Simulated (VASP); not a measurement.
Set up this calculation in VASP 6.6.1, as the native input.

```
Task                   : relaxation of cell and atoms
Functional             : PBE
Potentials or basis    : VASP PAW PBE potentials, release 64 (Ta_pv, Sb, Se)
Cutoff                 : 600 eV
k mesh                 : 6 × 6 × 4
Occupations            : gaussian, width 0.1 eV
Spin                   : no spin polarisation
Dipole correction      : no
Further INCAR settings : ALGO = Normal; EDIFF = 1e-06; IBRION = 2; EDIFFG = -0.04; NSW = 90; ISIF = 3
```

The structure of TaSbSe lies in POSCAR:

```
TaSbSe
1.0
    3.6229136878      0.0000000000      0.0000000000
    0.0000000000      3.6229136878      0.0000000000
    0.0000000000      0.0000000000      5.6419463000
Ta Sb Se
1 1 1
Direct
    0.0000000000      0.0000000000      0.0000000000
    0.0000000000      0.0000000000      0.5000000000
    0.5000000000      0.5000000000      0.0000000000
```

These files were run (other wordings do the same):

INCAR

```
PREC = Accurate
ENCUT = 600
EDIFF = 1E-6
ISMEAR = 0
SIGMA = 0.1
LREAL = False
LASPH = True
NELM = 100
ALGO = Normal
ISIF = 3
LWAVE = False
LCHARG = False
GGA = PE
IBRION = 2
NSW = 90
EDIFFG = -0.04
```

KPOINTS

```
Automatic mesh
0
Gamma
  6 6 4
```

Potentials or basis: VASP PAW PBE potentials, release 64 (Ta_pv, Sb, Se).

Command:

```console
$ cat potpaw_PBE.64/Ta_pv/POTCAR potpaw_PBE.64/Sb/POTCAR potpaw_PBE.64/Se/POTCAR > POTCAR
$ mpirun -np 1 vasp_std > vasp.out
```

Results of the run:

- Relaxed volume: 24.77 Å³/atom
- Relaxed cell: a = 3.643 Å, b = 3.643 Å, c = 5.600 Å, α = 90.00°, β = 90.00°, γ = 90.00°
- Space group after relaxing (to 0.05 Å): P4/mmm (No. 123)
- Energy gained by relaxing: 1.3 meV/atom
- Ionic steps: 5
- Pressure after relaxing: 0.0 GPa
- Band gap on the k mesh: zero (band 11 reaches 6.33 eV, above the bottom of band 12 at 4.38 eV)

Caveat: spin-orbit coupling is left out, which moves the levels of the heavy elements.

Run time: 63 s on 1 thread of AMD EPYC 9R45 (Zen 5), with other jobs on the host, peak memory 0.2 GiB.
